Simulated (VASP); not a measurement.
Write the native input for VASP 6.6.1 that does the following.

- Task: relaxation of cell and atoms
- Functional: PBEsol
- Potentials or basis: VASP PAW PBE potentials, release 64 (Hf_pv, N)
- Cutoff: 600 eV
- k mesh: 16 × 16 × 16
- Occupations: gaussian, width 0.1 eV
- Spin: no spin polarisation
- Target pressure: 15 GPa
- Dipole correction: no
- Further INCAR settings: ALGO = Normal; EDIFF = 1e-06; IBRION = 2; EDIFFG = -0.008; NSW = 70; ISIF = 3

The structure of HfN lies in POSCAR:

```
HfN
1.0
    0.0000000000      2.2147598598      2.2147598598
    2.2147598598      0.0000000000      2.2147598598
    2.2147598598      2.2147598598      0.0000000000
Hf N
1 1
Direct
    0.0000000000      0.0000000000      0.0000000000
    0.5000000000      0.5000000000      0.5000000000
```

These files were run (other wordings do the same):

INCAR

```
PREC = Accurate
ENCUT = 600
EDIFF = 1E-6
ISMEAR = 0
SIGMA = 0.1
LREAL = False
LASPH = True
NELM = 100
ALGO = Normal
ISIF = 3
LWAVE = False
LCHARG = False
GGA = PS
IBRION = 2
NSW = 70
EDIFFG = -0.008
PSTRESS = 150.0
```

KPOINTS

```
regular mesh
0
Gamma
  16 16 16
```

Potentials or basis: VASP PAW PBE potentials, release 64 (Hf_pv, N).

Command:

```console
$ cat potpaw_PBE.64/Hf_pv/POTCAR potpaw_PBE.64/N/POTCAR > POTCAR
$ mpirun -np 1 vasp_std > vasp.out
```

It gave:

```yaml
Relaxed_volume: 10.80 Å³/atom
Relaxed_cell: a = 3.126 Å, b = 3.126 Å, c = 3.126 Å, α = 60.00°, β = 60.00°, γ = 60.00°
Space_group_after_relaxing_to_0.1_Å: Fm-3m (No. 225)
Energy_change_on_relaxing_the_run_minimises_the_enthalpy: +5.6 meV/atom
Ionic_steps: 3
Pressure_after_relaxing: 15.0 GPa
Band_gap_on_the_k_mesh: zero (an odd number of electrons rules out a gap without spin polarisation)
```

Caveat: the cell is relaxed towards a set pressure, so the run minimises the enthalpy, not the energy; the PAW data sets were made with another functional, which shifts forces and pressure a little; spin-orbit coupling is left out, which moves the levels of the heavy elements.

It took 2.6 min on 1 thread of Intel Xeon 8259CL, with other jobs on the host, peak memory 0.21 GiB.
